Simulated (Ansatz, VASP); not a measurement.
# One calculation of Sb, two programs

INCAR

```
SYSTEM = Sb
PREC = Accurate
ENCUT = 500
EDIFF = 1E-7
ISMEAR = 0
SIGMA = 0.1
LREAL = .FALSE.
LASPH = .TRUE.
NELM = 120
ALGO = Normal
ISIF = 3
LWAVE = .FALSE.
LCHARG = .FALSE.
GGA = PE
IBRION = 2
NSW = 80
EDIFFG = -0.05
GGA_COMPAT = .FALSE.
NELMIN = 4
```

The input KPOINTS:

```
Automatic mesh
0
G
  10 10 10
  0 0 0
```

POSCAR

```
Sb
1.0
   -1.4331289437      1.4331289437      1.4331289437
    1.4331289437     -1.4331289437      1.4331289437
    1.4331289437      1.4331289437     -1.4331289437
Sb
1
Direct
    0.0000000000      0.0000000000      0.0000000000
```

Input for Ansatz:

```yaml
crystal:
  lattice:
    - [-1.4331289437, 1.4331289437, 1.4331289437]
    - [1.4331289437, -1.4331289437, 1.4331289437]
    - [1.4331289437, 1.4331289437, -1.4331289437]
  atoms:
    - { symbol: Sb, position: [0.0, 0.0, 0.0] }
basis:
  ecutwfc: 420
kpoints:
  mp_grid: { grid: [10, 10, 10] }
hamiltonian:
  xc: pbe
scf:
  occupations: { method: gaussian, width: 0.1 }
output:
  forces: true
  stress: true
  eigenvalues: true
relax:
  adjacent_minimum: "off"
  f_tol: 0.05
  max_steps: 60
  cell: { stress_tol: 0.5 }
```

Alike in both runs: task relaxation of cell and atoms; functional PBE; k mesh 10 × 10 × 10; occupations gaussian, width 0.1 eV; no spin polarisation.

```csv
,VASP,Ansatz
version,VASP 6.6.1,Ansatz 0.2.0
potentials or method,"VASP PAW PBE potentials, release 64 (Sb), cutoff 500 eV","scalar-relativistic, plane waves, PAW"
valence electrons in the cell,5,15
```

```tsv
	VASP	Ansatz	Ansatz less VASP
gap on the k mesh at the Fermi level, each at its own relaxed structure (eV)	none	none	-
relaxed volume (Å³/atom)	27.33	27.28	-0.047
relaxed cell length with the largest relative difference (Å)	3.287	3.285	-0.0019
```

A gap of «none» marks a metal or a gap that the smearing closes. VASP's potentials hold 5 valence electrons a cell and Ansatz's 15, so a difference there can come from the potentials and not from the codes.

Spin-orbit coupling is off throughout. Noted on VASP's run: the volume moved by over 15 % at a fixed basis, so the end points are rough.
